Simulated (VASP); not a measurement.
## P: single point with PBE

Crystal: P.

```
P
1.0
     1.65522   -5.64272    0.00000
     1.65522    5.64272    0.00000
     0.00000    0.00000    4.55777
P
4
Direct
  0.09407 0.90593 0.91372
  0.59407 0.40593 0.58628
  0.90593 0.09407 0.08628
  0.40593 0.59407 0.41372
```

```
Program                : VASP 6.6.1
Task                   : single point
Functional             : PBE
Potentials or basis    : VASP PAW PBE potentials, release 64 (P)
Cutoff                 : 520 eV
k mesh                 : 12 × 12 × 8
Occupations            : gaussian, width 0.01 eV
Spin                   : no spin polarisation
Dipole correction      : no
Further INCAR settings : ALGO = Normal; EDIFF = 1e-06; NBANDS = 18
```

| Quantity | Value |
| --- | --- |
| Pressure | -0.3 GPa |
| Largest force | 0.054 eV/Å |
| Band gap on the k mesh | 0.14 eV |

Forces in eV/Å, atoms in the order of the input:
```
P    0.000  0.038 -0.038
P    0.000  0.038  0.038
P    0.000 -0.038  0.038
P    0.000 -0.038 -0.038
```

Levels at points of the mesh, in eV from the valence-band top:
| k point | band 8 | band 9 | band 10 | band 11 | band 12 | band 13 |
| --- | --- | --- | --- | --- | --- | --- |
| (0.00, 0.00, 0.00) | -2.61 | -2.28 | -0.99 | 0.76 | 1.24 | 2.12 |
| (0.50, 0.00, 0.00) | -3.21 | -2.48 | -2.48 | 0.78 | 0.78 | 1.55 |
| (0.50, 0.50, 0.00) | -2.16 | -1.61 | 0.00 | 0.14 | 1.05 | 2.28 |
| (0.00, 0.00, 0.50) | -2.98 | -1.50 | -1.50 | 1.60 | 1.60 | 3.00 |
| (0.50, 0.00, 0.50) | -5.16 | -1.70 | -1.70 | 1.83 | 1.83 | 3.52 |
| (0.50, 0.50, 0.50) | -2.77 | -1.77 | -1.77 | 1.57 | 1.57 | 2.58 |

It took 7 min on 1 thread of Intel Xeon 8259CL, on a shared host, peak memory 0.38 GiB.

A k mesh can miss the band edges.
